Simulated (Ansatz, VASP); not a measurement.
# One calculation of La, two programs

```
La
1.0
     3.32453    0.00000    0.00000
     0.00000    3.32453    0.00000
     0.00000    0.00000    3.32551
La
1
Cartesian
  0.0000 0.0000 1.6628
```

Alike in both runs: functional PBE; k mesh 4 × 4 × 4; occupations gaussian, width 0.1 eV; no spin polarisation.

Ansatz relaxed the structure, and its values are those at the end. VASP's run is a single point on that final structure, the one shown.

|  | VASP | Ansatz |
| --- | --- | --- |
| version | VASP 6.6.1 | Ansatz 0.2.0 |
| potentials or method | VASP PAW PBE potentials, release 64 (La), cutoff 520 eV | scalar-relativistic, plane waves, PAW |
| valence electrons in the cell | 11 | 11 |

|  | VASP | Ansatz | Ansatz less VASP |
| --- | --- | --- | --- |
| gap on the k mesh at the Fermi level (eV) | none | none | - |
| pressure (GPa) | 0.2 | 0.1 | -0.08 |

A gap of «none» marks a metal or a gap that the smearing closes.

The k mesh is coarse, so the values compare programs but aren't converged. Neither program's run includes spin-orbit coupling.
